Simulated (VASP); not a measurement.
# Ti3Se (P6/mmm) in VASP: further runs

Ti3Se is run at these levels: PBE; tasks: relaxation of cell and atoms, single point.

Program: VASP 6.6.1. These are calculated values, not measurements. Logs are shortened: lines on timing, memory, paths and dates and some standing lists are left out, and cuts for length are marked.

### Step 1. The cell of the first run

The structure is hexagonal, space group P6/mmm (No. 191). The conventional cell has a = 5.223 Å, b = 5.223 Å, c = 2.943 Å, α = 90.00°, β = 90.00°, γ = 120.00°. Within 3.4 Å of Ti (site symmetry mmm) lie 6 Ti at 2.61 to 2.94 Å and 4 Se at 3.00 Å. Se (site symmetry 6/mmm) has 2 Se at 2.94 Å and 12 Ti at 3.00 Å within 3.9 Å.

### Step 2. Relaxation of cell and atoms, PBE

Contents of INCAR:

```
SYSTEM = Ti3Se
ALGO     = Normal         ! electronic algorithm
EDIFF    = 1E-6           ! SCF threshold, eV
EDIFFG   = -0.04          ! ionic threshold
ENCUT    = 600            ! plane-wave cutoff, eV
GGA      = PE             ! functional
IBRION   = 2              ! ionic algorithm
ISIF     = 3              ! what is computed and relaxed
ISMEAR   = 0              ! smearing method
LASPH    = .TRUE.         ! aspherical terms in the spheres
LCHARG   = .FALSE.        ! write CHGCAR
LREAL    = .FALSE.        ! projectors in reciprocal space
LWAVE    = .FALSE.        ! write WAVECAR
NELM     = 100            ! most SCF steps
NSW      = 90             ! ionic steps
PREC     = Accurate       ! precision mode
SIGMA    = 0.1            ! smearing width, eV
```

Contents of KPOINTS:

```
k-points
0
G
  6 6 6
  0 0 0
```

Contents of POSCAR:

```
Ti3Se
1.0
    5.2229727010      0.0000000000      0.0000000000
   -2.6114863505      4.5232270423      0.0000000000
    0.0000000000      0.0000000000      2.9432220779
Ti Se
3 1
Direct
    0.5000000000      0.0000000000      0.5000000000
    0.0000000000      0.5000000000      0.5000000000
    0.5000000000      0.5000000000      0.5000000000
    0.0000000000      0.0000000000      0.0000000000
```

Potentials or basis: VASP PAW PBE potentials, release 64 (Ti_sv, Se).

The run is started by

```sh
$ cat potpaw_PBE.64/Ti_sv/POTCAR potpaw_PBE.64/Se/POTCAR > POTCAR
$ mpirun -np 1 vasp_std > vasp.out
```

OUTCAR:

```text
SYSTEM = Ti3Se
   EDIFF = 1E-6
   EDIFFG = -0.04
   ENCUT = 600
   GGA = PE
   IBRION = 2
   ISIF = 3
   ISMEAR = 0
   LASPH = .TRUE.
   LREAL = .FALSE.
   NELM = 100
   NSW = 90
   PREC = Accurate

 ion  position               nearest neighbor table
   1  0.500  0.000  0.500-   2 2.61   3 2.61   3 2.61   2 2.61
   2  0.000  0.500  0.500-   1 2.61   1 2.61   3 2.61   3 2.61
   3  0.500  0.500  0.500-   1 2.61   1 2.61   2 2.61   2 2.61
   4  0.000  0.000  0.000-

  LATTYP: Found a hexagonal cell.
 ALAT       =     5.2229727010
 C/A-ratio  =     0.5635147351

  Lattice vectors:

 A1 = (   5.2229727010,   0.0000000000,   0.0000000000)
 A2 = (  -2.6114863505,   4.5232270423,   0.0000000000)
 A3 = (   0.0000000000,   0.0000000000,   2.9432220779)

Analysis of symmetry for initial positions (statically):
=====================================================================
 Subroutine PRICEL returns:
 Original cell was already a primitive cell.

 Routine SETGRP: Setting up the symmetry group for a
 hexagonal supercell.

 Subroutine GETGRP returns: Found 24 space group operations
 (whereof 24 operations were pure point group operations)
 out of a pool of 24 trial point group operations.

The static configuration has the point symmetry D_6h.

Analysis of symmetry for dynamics (positions and initial velocities):
=====================================================================
 Subroutine PRICEL returns:
 Original cell was already a primitive cell.

 Routine SETGRP: Setting up the symmetry group for a
 hexagonal supercell.

 Subroutine GETGRP returns: Found 24 space group operations
 (whereof 24 operations were pure point group operations)
 out of a pool of 24 trial point group operations.

The dynamic configuration has the point symmetry D_6h.

 Subroutine INISYM returns: Found 24 space group operations
 (whereof 24 operations are pure point group operations),
 and found     1 'primitive' translations

----------------------------------------------------------------------------------------

                                     Primitive cell

  volume of cell :      69.5327

  direct lattice vectors                    reciprocal lattice vectors
     5.222972701  0.000000000  0.000000000     0.191461847  0.110540549  0.000000000
    -2.611486350  4.523227042  0.000000000     0.000000000  0.221081098  0.000000000
     0.000000000  0.000000000  2.943222078     0.000000000  0.000000000  0.339763692

  length of vectors
     5.222972701  5.222972701  2.943222078     0.221081098  0.221081098  0.339763692

  position of ions in fractional coordinates (direct lattice)
     0.500000000  0.000000000  0.500000000
     0.000000000  0.500000000  0.500000000
     0.500000000  0.500000000  0.500000000
     0.000000000  0.000000000  0.000000000

  ion indices of the primitive-cell ions
   primitive index   ion index
                 1           1
                 2           2
                 3           3
                 4           4

----------------------------------------------------------------------------------------

 KPOINTS: k-points

Automatic generation of k-mesh.
 Grid dimensions read from file:
 generate k-points for:    6    6    6

 Generating k-lattice:

  Cartesian coordinates                     Fractional coordinates (reciprocal lattice)
     0.031910308  0.018423425  0.000000000     0.166666667 -0.000000000  0.000000000
     0.000000000  0.036846850  0.000000000     0.000000000  0.166666667  0.000000000
     0.000000000  0.000000000  0.056627282     0.000000000  0.000000000  0.166666667

  Length of vectors
     0.036846850  0.036846850  0.056627282

  Shift w.r.t. Gamma in fractional coordinates (k-lattice)
     0.000000000  0.000000000  0.000000000

 Subroutine IBZKPT returns following result:
 ===========================================

 Found     28 irreducible k-points:

 Following reciprocal coordinates:
            Coordinates               Weight
  0.000000  0.000000  0.000000      1.000000
  0.166667  0.000000  0.000000      6.000000
  0.333333 -0.000000  0.000000      6.000000
  0.500000  0.000000  0.000000      3.000000
  0.166667  0.166667  0.000000      6.000000
  0.333333  0.166667  0.000000     12.000000
[... 16 lines left out ...]
  0.166667  0.000000  0.500000      6.000000
  0.333333 -0.000000  0.500000      6.000000
 [... further k-points ...]
   k-points           NKPTS =     28   k-points in BZ     NKDIM =     28   number of bands    NBANDS=     25
   number of dos      NEDOS =    301   number of ions     NIONS =      4
   total plane-waves  NPLWV =  42336
   dimension x,y,z NGX =    42 NGY =   42 NGZ =   24
   dimension x,y,z NGXF=    84 NGYF=   84 NGZF=   48
   ions per type =               3   1
   NGX,Y,Z   is equivalent  to a cutoff of  13.37, 13.37, 13.56 a.u.
   NGXF,Y,Z  is equivalent  to a cutoff of  26.74, 26.74, 27.11 a.u.
 SYSTEM =  Ti3Se
   PREC   = accura    normal or accurate (medium, high low for compatibility)
   ISTART =      0    job   : 0-new  1-cont  2-samecut
   ICHARG =      2    charge: 1-file 2-atom 10-const
   ISPIN  =      1    spin polarized calculation?
   LNONCOLLINEAR =      F non collinear calculations
   LSORBIT =      F    spin-orbit coupling
   LASPH  =      T    aspherical Exc in radial PAW
   ENCUT  =  600.0 eV  44.10 Ry    6.64 a.u.  10.43 10.43  5.88*2*pi/ulx,y,z
   NELM   =    100;   NELMIN=  2; NELMDL= -5     # of ELM steps
   EDIFF  = 0.1E-05   stopping-criterion for ELM
   LREAL  =      F    real-space projection
   EDIFFG = -.4E-01   stopping-criterion for IOM
   NSW    =     90    number of steps for IOM
   IBRION =      2    ionic relax: 0-MD 1-quasi-New 2-CG
   NFREE  =      1    steps in history (QN), initial steepest desc. (CG)
   ISIF   =      3    stress and relaxation
   ISYM   =      2    0-nonsym 1-usesym 2-fastsym
   POTIM  = 0.5000    time-step for ionic-motion
   TEBEG  =    0.0;   TEEND  =   0.0 temperature during run
   PSTRESS=    0.0 pullay stress
   NELECT =      42.0000    total number of electrons
   NUPDOWN=      -1.0000    fix difference up-down
   EMIN   =  10.00;   EMAX   =-10.00  energy-range for DOS
   EFERMI =   0.00;   METHOD = LEGACY
   ISMEAR =     0;   SIGMA  =   0.10  broadening in eV -4-tet -1-fermi 0-gaus
   EFERMI_NEDOS =   21; number of points for ismear=-14 and -15
   IALGO  =     38    algorithm
   IMIX   =      4    mixing-type and parameters
     AMIX     =   0.40;   BMIX     =  1.00
     AMIX_MAG =   1.60;   BMIX_MAG =  1.00
  volume/ion in A,a.u.               =      17.38       117.31
  Fermi-wavevector in a.u.,A,eV,Ry     =   1.383869  2.615133 26.056414  1.915092
  Thomas-Fermi vector in A             =   2.508426
   LORBIT       =      0    0 simple, 1 ext, 2 COOP (PROOUT), +10 PAW based schemes
   GGA     = PE    functional components
   LHFCALC =     F    Hartree Fock is set to
   AEXX    =    0.0000 exact exchange contribution
   IVDW    =     0    specifies the selected vdW correction
   LEPSILON=     F    determine dielectric tensor
   LRPA    =     F    only Hartree local field effects (RPA)
 conjugate gradient relaxation of ions
 non-spin polarized calculation
 Gauss-broadening in eV      SIGMA  =   0.10
  energy-cutoff  :      600.00
  volume of cell :       69.53
 maximum number of plane-waves:      2364
 NGX is ok and might be reduce to    42
   NGX = 21   NGY = 21   NGZ = 11

--------------------------------------- Ionic step        1  -------------------------------------------

 number of electron      42.0000006 magnetization

 Free energy of the ion-electron system (eV)
  ---------------------------------------------------
  ext. energy  EPLUGINS =         0.00000000
  ---------------------------------------------------
  free energy    TOTEN  =       -26.26971454 eV

  energy without entropy =      -26.24177079  energy(sigma->0) =      -26.25574267

------------------------ aborting loop because EDIFF is reached ----------------------------------------

  FORCE on cell =-STRESS in cart. coord.  units (eV):
  Direction    XX          YY          ZZ          XY          YZ          ZX
  --------------------------------------------------------------------------------------
  -------------------------------------------------------------------------------------
  Total       -0.0520642     -0.0520642      0.9994515      0.0000000     -0.0000000      0.0000000
  in kB       -1.1996658     -1.1996658     23.0294260      0.0000000     -0.0000000      0.0000000
  external PRESSURE =       6.8766981 kB  Pullay stress =       0.0000000 kB
[... 137 lines left out ...]
  energy  without entropy=      -26.2488473671  energy(sigma->0) =      -26.26264762

--------------------------------------- Ionic step        5  -------------------------------------------

 number of electron      41.9999998 magnetization

 Free energy of the ion-electron system (eV)
  ---------------------------------------------------
  ext. energy  EPLUGINS =         0.00000000
  ---------------------------------------------------
  free energy    TOTEN  =       -26.27715260 eV

  energy without entropy =      -26.25046798  energy(sigma->0) =      -26.26381029

 E-fermi :   8.5533     XC(G=0): -11.3199

 val. band max:        8.5482206616   @ k =   0.3333   0.1667   0.0000
 cond. band min:       8.5599563264   @ k =   0.5000   0.0000   0.0000
 fundamental gap:      0.0117356648
 Fermi energy:         8.5532843363

 k-point     1 :       0.0000    0.0000    0.0000
  band No.  band energies     occupation
      1     -48.4087      2.00000
      2     -48.1968      2.00000
      3     -48.1968      2.00000
      4     -25.1836      2.00000
      5     -24.9237      2.00000
      6     -24.9237      2.00000
[... 661 lines left out ...]
     24       9.0888      0.00000
     25       9.7983      0.00000

 [... further k-points ...]
[... 5 lines left out ...]
  --------------------------------------------------------------------------------------
  -------------------------------------------------------------------------------------
  Total        0.0257281      0.0257281      0.0433497      0.0000000      0.0000000      0.0000000
  in kB        0.5878279      0.5878279      0.9904397      0.0000000      0.0000000      0.0000000
  external PRESSURE =       0.7220318 kB  Pullay stress =       0.0000000 kB
[... 19 lines left out ...]
  FREE ENERGIE OF THE ION-ELECTRON SYSTEM (eV)
  ---------------------------------------------------
  free  energy   TOTEN  =       -26.2771526032 eV

  energy  without entropy=      -26.2504679825  energy(sigma->0) =      -26.26381029

 reached required accuracy - stopping structural energy minimisation
```

Wall time 1.8 min (1 thread of Intel Xeon 6975P-C (Granite Rapids), shared host); peak memory 0.23 GiB.

Results:

| Property | Result |
| --- | --- |
| Free energy | -26.2772 eV |
| Relaxed volume | 17.53 Å³/atom |
| Relaxed cell | a = 5.202 Å, b = 5.202 Å, c = 2.992 Å, α = 90.00°, β = 90.00°, γ = 120.00° |
| Space group after relaxing (to 0.05 Å) | P6/mmm (No. 191) |
| Energy gained by relaxing | 1.9 meV/atom |
| Ionic steps | 5 |
| Pressure after relaxing | 0.1 GPa |
| Band gap on the k mesh | zero (band 21 reaches 8.72 eV, above the bottom of band 22 at 8.04 eV) |

Step by step:
```
step  energy change (eV)  largest force (eV/Å)  pressure (GPa)  volume (Å³)
   1              0.0000                0.0000            0.69        69.53
   2             -0.0064                0.0000           -0.15        70.28
   3             -0.0065                0.0000           -0.57        70.67
   4             -0.0067                0.0000           -0.38        70.49
   5             -0.0074                0.0000            0.07        70.12
```

Final structure:
```yaml
crystal:
  lattice:
    - [5.20215, 0.00000, 0.00000]
    - [-2.60108, 4.50519, 0.00000]
    - [0.00000, 0.00000, 2.99207]
  atoms:
    - { symbol: Ti, position: [0.50000, 0.00000, 0.50000] }
    - { symbol: Ti, position: [0.00000, 0.50000, 0.50000] }
    - { symbol: Ti, position: [0.50000, 0.50000, 0.50000] }
    - { symbol: Se, position: [0.00000, 0.00000, 0.00000] }
```

[end of part 1 of 2]
